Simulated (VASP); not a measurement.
A run of VASP 6.6.1:

POSCAR

```
Re
1.0
    2.7728322014      0.0000000000      0.0000000000
   -1.3864161007      2.4013431268      0.0000000000
    0.0000000000      0.0000000000      4.4919881662
Re
2
Direct
    0.2133333333      0.6066666667      0.1600000000
    0.7866666667      0.3933333333      0.8400000000
```

Contents of INCAR.step1:

```
SYSTEM = Re
  PREC = Accurate
  ENCUT = 520
  ISMEAR = -1
  SIGMA = 0.05
  LREAL = .False.
  LASPH = .True.
  NELM = 60
  NBANDS = 14
  GGA = PE
  ALGO = Normal
  EDIFF = 1E-4
  LWAVE = .True.
  LCHARG = .False.
```

The input INCAR.step2:

```
SYSTEM = Re
  PREC = Accurate
  ENCUT = 520
  EDIFF = 1E-8
  ISMEAR = -1
  SIGMA = 0.05
  LREAL = .False.
  LASPH = .True.
  NELM = 60
  ALGO = Normal
  ISIF = 2
  LWAVE = .False.
  LCHARG = .False.
  METAGGA = R2SCAN
  LMIXTAU = .True.
  LEFG = .True.
  NBANDS = 14
  ISTART = 1
```

File KPOINTS:

```
regular mesh
0
Gamma
  12 12 7
  0 0 0
```

Potentials or basis: VASP PAW PBE potentials, release 64 (Re).

Run with:

```sh
$ cat potpaw_PBE.64/Re/POTCAR > POTCAR
$ cp INCAR.step1 INCAR
$ mpirun -np 1 vasp_std > vasp.out
$ cp INCAR.step2 INCAR
$ mpirun -np 1 vasp_std > vasp.out
```

Hardware: 1 thread of Intel(R) Xeon(R) 6975P-C (Granite Rapids), with other jobs on the host.

How long does it take, and how much memory?

Wall time 3.5 min on 1 thread of Intel(R) Xeon(R) 6975P-C (Granite Rapids) (shared host), peak memory 0.24 GiB. Counts: k points 277.
